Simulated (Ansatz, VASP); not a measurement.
# GaS3: VASP beside Ansatz

Contents of INCAR:

```
PREC = Accurate
ENCUT = 600
EDIFF = 1E-7
ISMEAR = 0
SIGMA = 0.1
LREAL = F
LASPH = T
NELM = 60
ALGO = Normal
ISIF = 3
LWAVE = F
LCHARG = F
GGA = PE
IBRION = 2
NSW = 90
EDIFFG = -0.04
```

File KPOINTS:

```
regular mesh
0
Gamma
  6 6 2
```

File POSCAR:

```
GaS3
1.0
    5.2114430038      0.0000000000      0.0000000000
   -2.6057215019      4.5132420317      0.0000000000
    0.0000000000      0.0000000000      7.5792371023
Ga S
2 6
Direct
    0.6666666667      0.3333333333      0.0000000000
    0.3333333333      0.6666666667      0.0000000000
    0.6976047033      0.6976047033      0.7835060874
    0.3023952967      0.3023952967      0.2164939126
    0.0000000000      0.3023952967      0.7835060874
    0.3023952967      0.0000000000      0.7835060874
    0.6976047033      0.0000000000      0.2164939126
    0.0000000000      0.6976047033      0.2164939126
```

Input for Ansatz:

```yaml
crystal:
  lattice:
    - [5.2114430038, 0.0, 0.0]
    - [-2.6057215019, 4.5132420317, 0.0]
    - [0.0, 0.0, 7.5792371023]
  atoms:
    - { symbol: Ga, position: [0.6666666667, 0.3333333333, 0.0] }
    - { symbol: Ga, position: [0.3333333333, 0.6666666667, 0.0] }
    - { symbol: S, position: [0.6976047033, 0.6976047033, 0.7835060874] }
    - { symbol: S, position: [0.3023952967, 0.3023952967, 0.2164939126] }
    - { symbol: S, position: [0.0, 0.3023952967, 0.7835060874] }
    - { symbol: S, position: [0.3023952967, 0.0, 0.7835060874] }
    - { symbol: S, position: [0.6976047033, 0.0, 0.2164939126] }
    - { symbol: S, position: [0.0, 0.6976047033, 0.2164939126] }
basis:
  ecutwfc: 420
kpoints:
  mp_grid: { grid: [6, 6, 2] }
hamiltonian:
  xc: pbe
scf:
  occupations: { method: gaussian, width: 0.1 }
  lower_state_search: "off"
output:
  forces: true
  stress: true
  eigenvalues: true
relax:
  adjacent_minimum: "off"
  f_tol: 0.04
  max_steps: 70
  cell: { stress_tol: 0.4 }
```

Change from the starting cell: species swapped into the TiCl3 type (P-31m, No. 162).

Alike in both runs: task relaxation of cell and atoms; functional PBE; k mesh 6 × 6 × 2; occupations gaussian, width 0.1 eV; no spin polarisation.

|  | VASP | Ansatz |
| --- | --- | --- |
| version | VASP 6.6.1 | Ansatz 0.2.0 |
| potentials or method | VASP PAW PBE potentials, release 64 (Ga_d, S), cutoff 600 eV | scalar-relativistic, plane waves, PAW |
| valence electrons in the cell | 62 | 62 |

```tsv
	VASP	Ansatz	Ansatz less VASP
gap on the k mesh at the Fermi level, each at its own relaxed structure (eV)	none	none	-
relaxed volume (Å³/atom)	22.18	22.62	+0.437
relaxed cell length with the largest relative difference (Å)	7.487	7.609	+0.1219
```

A gap of «none» marks a metal or a gap that the smearing closes.

The k mesh is coarse, so the values compare programs but aren't converged.
